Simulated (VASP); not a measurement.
Crystal: BiTe.

```
CELL_PARAMETERS angstrom
0.00000 3.23500 3.23500
3.23500 0.00000 3.23500
3.23500 3.23500 0.00000
ATOMIC_POSITIONS crystal
Bi 0.00000 0.00000 0.00000
Te 0.50000 0.50000 0.50000
```

| Quantity | Value |
| --- | --- |
| Program | VASP 6.6.1 |
| Task | relaxation of cell and atoms |
| Functional | revPBE |
| Potentials or basis | VASP PAW PBE potentials, release 64 (Bi_d, Te) |
| Cutoff | 600 eV |
| k mesh | 7 × 7 × 7 |
| Occupations | fermi-dirac, width 0.05 eV |
| Spin | no spin polarisation |

At the start: pressure 1.8 GPa; volume 33.86 Å³/atom.

Problem. How do energy, volume and symmetry change on relaxing?

Solution. Over 3 steps the energy falls by 7.3 meV/atom and the volume is 35.18 Å³/atom (+3.9 %); space group Fm-3m (No. 225, to 0.05 Å).

Step by step:
```tsv
step	energy change (eV)	largest force (eV/Å)	pressure (GPa)	volume (Å³)
1	0.0000	0.0000	1.82	67.71
2	-0.0119	0.0000	-0.70	71.56
3	-0.0146	0.0000	0.00	70.36
```

Final structure:
```xyz
2
Lattice="0.0000 3.2767 3.2767 3.2767 0.0000 3.2767 3.2767 3.2767 0.0000" Properties=species:S:1:pos:R:3 pbc="T T T"
Bi    0.0000    0.0000    0.0000
Te    3.2767    3.2767    3.2767
```

Caveat: the PAW data sets were made with another functional, which shifts forces and pressure a little.
